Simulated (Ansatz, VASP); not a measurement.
One calculation of Hf3O8, two programs

INCAR

```
ALGO = Normal
DIPOL = 0.5 0.5 0.500
EDIFF = 1E-6
ENCUT = 520
GGA = PE
IDIPOL = 3
ISIF = 2
ISMEAR = 0
LASPH = True
LCHARG = False
LDIPOL = True
LREAL = False
LWAVE = False
NBANDS = 50
NELM = 100
PREC = Accurate
SIGMA = 0.05
```

Contents of KPOINTS:

```
k-points
0
Gamma
  9 9 1
```

The input POSCAR:

```
Hf3O8
1.0
    3.6045556755      0.0000000000      0.0000000000
   -1.8022778378      3.1216367844      0.0000000000
    0.0000000000      0.0000000000     25.3008758470
O Hf
8 3
Direct
    0.6666666667      0.3333333333      0.2964324257
    0.0000000000      0.0000000000      0.3545945898
    0.3333333333      0.6666666667      0.4127567539
    0.6666666667      0.3333333333      0.4709189180
    0.0000000000      0.0000000000      0.5290810820
    0.3333333333      0.6666666667      0.5872432461
    0.6666666667      0.3333333333      0.6454054102
    0.0000000000      0.0000000000      0.7035675743
    0.6666666667      0.3333333333      0.3836756718
    0.3333333333      0.6666666667      0.5000000000
    0.0000000000      0.0000000000      0.6163243282
```

Input for Ansatz:

```yaml
crystal:
  lattice:
    - [3.6045556755, 0.0, 0.0]
    - [-1.8022778378, 3.1216367844, 0.0]
    - [0.0, 0.0, 25.300875847]
  atoms:
    - { symbol: O, position: [0.6666666667, 0.3333333333, 0.2964324257] }
    - { symbol: O, position: [0.0, 0.0, 0.3545945898] }
    - { symbol: Hf, position: [0.6666666667, 0.3333333333, 0.3836756718] }
    - { symbol: O, position: [0.3333333333, 0.6666666667, 0.4127567539] }
    - { symbol: O, position: [0.6666666667, 0.3333333333, 0.470918918] }
    - { symbol: Hf, position: [0.3333333333, 0.6666666667, 0.5] }
    - { symbol: O, position: [0.0, 0.0, 0.529081082] }
    - { symbol: O, position: [0.3333333333, 0.6666666667, 0.5872432461] }
    - { symbol: Hf, position: [0.0, 0.0, 0.6163243282] }
    - { symbol: O, position: [0.6666666667, 0.3333333333, 0.6454054102] }
    - { symbol: O, position: [0.0, 0.0, 0.7035675743] }
basis:
  ecutwfc: 420
kpoints:
  mp_grid: { grid: [9, 9, 1] }
hamiltonian:
  xc: pbe
scf:
  occupations: { method: gaussian, width: 0.05 }
output:
  forces: true
  stress: true
  eigenvalues: true
  write_density: true
  write_potential: true
  elf: true
  volumetric_format: npy
efield:
  axis: 3
  dipole_correction: true
  ramp_width: 0.04
```

Alike in both runs: task single point; functional PBE; k mesh 9 × 9 × 1; occupations gaussian, width 0.05 eV; no spin polarisation.

|  | VASP | Ansatz |
| --- | --- | --- |
| version | VASP 6.6.1 | Ansatz 0.2.0 |
| potentials or method | VASP PAW PBE potentials, release 64 (O, Hf_pv), cutoff 520 eV | scalar-relativistic, plane waves, PAW |
| valence electrons in the cell | 78 | 126 |

|  | VASP | Ansatz | Ansatz less VASP |
| --- | --- | --- | --- |
| gap on the k mesh at the Fermi level (eV) | none | none | - |
| rms of the force components (eV/Å) | 0.825 | 0.820 | -0.0056 |

A gap of «none» marks a metal or a gap that the smearing closes. The functional is the same, so the differences come from potentials, cutoffs and numerics. VASP's potentials hold 78 valence electrons a cell and Ansatz's 126, so a difference there can come from the potentials and not from the codes. Ansatz's warnings: xc potential rough in thin density.

Neither program's run includes spin-orbit coupling.
